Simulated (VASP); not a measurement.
NaBe3, 8 atoms in the cell. Symmetry: Pmmn, No. 59, orthorhombic system. The conventional cell has a = 3.715 Å, b = 6.307 Å, c = 5.252 Å, α = 90.00°, β = 90.00°, γ = 90.00°. Na (site symmetry mm2) has 14 Be at 2.78 to 3.83 Å and 6 Na at 3.69 to 3.71 Å within 3.9 Å. Within 2.9 Å of Be (site symmetry m) lie 6 Be at 2.11 to 2.15 Å and 2 Na at 2.78 to 2.90 Å. Within 2.8 Å of Be (site symmetry mm2) lie 6 Be at 2.11 to 2.15 Å. 

- Program: VASP 6.6.1
- Task: single point
- Functional: PBE
- Potentials or basis: VASP PAW PBE potentials, release 64 (Na_pv, Be)
- Cutoff: 520 eV
- k mesh: 4 × 4 × 4
- Occupations: gaussian, width 0.1 eV
- Spin: no spin polarisation
- Dipole correction: no
- Further INCAR settings: ALGO = Normal; EDIFF = 1e-06; NBANDS = 23

Potentials or basis: VASP PAW PBE potentials, release 64 (Na_pv, Be).

The run is started by

```console
$ cat potpaw_PBE.64/Na_pv/POTCAR potpaw_PBE.64/Be/POTCAR > POTCAR
$ mpirun -np 1 vasp_std > vasp.out
```

Hardware: 1 thread of Intel(R) Xeon(R) Platinum 8375C CPU @ 2.90GHz (Ice Lake) (shared host).

Task: How long does it take, and how much memory?

Result: It took 63 s on 1 thread of Intel(R) Xeon(R) Platinum 8375C CPU @ 2.90GHz (Ice Lake), on a shared host, peak memory 0.24 GiB. Counts: scf iterations 14, k points 27.
